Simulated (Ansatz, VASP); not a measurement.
**One calculation of MoS2, two programs**

```
Mo S
1.0
     1.61313    0.93134    6.12333
    -1.61313    0.93134    6.12333
     0.00000   -1.86268    6.12333
Mo S
1 2
Cartesian
  0.0000 0.0000 0.0000
  0.0000 0.0000 13.7481
  0.0000 0.0000 10.7446
```

Change from the starting cell: equal xx and yy strain of +2 %, crystal datasets.

Alike in both runs: task electric field gradients; functional LDA; k mesh 15 × 15 × 15; occupations fermi-dirac, width 0.05 eV; no spin polarisation.

|  | VASP | Ansatz |
| --- | --- | --- |
| version | VASP 6.6.1 | Ansatz 0.2.0 |
| potentials or method | VASP PAW LDA potentials, release 64 (Mo_sv, S), cutoff 520 eV | all-electron PAW with datasets made for the crystal, scalar-relativistic |

VASP gave:

| Property | Result |
| --- | --- |
| pressure (GPa) | -4.3 |
| traceless stress, the component that is largest in VASP (GPa) | 6.30 |
| rms of the force components (eV/Å) | 0.189 |
| size of Vzz on the site where it differs most (V/Å²) | 97.1 |

Problem. Which values does Ansatz return?

Solution. Pressure (GPa): -4.3; traceless stress, the component that is largest in VASP (GPa): 6.34; rms of the force components (eV/Å): 0.185; size of Vzz on the site where it differs most (V/Å²): 94.9.

LDA's correlation is that of Perdew and Zunger in VASP and of Perdew and Wang (1992) in Ansatz. Atom by atom the forces differ by 0.005 eV/Å (rms over components). Ansatz ran all-electron here, and VASP with PAW potentials.
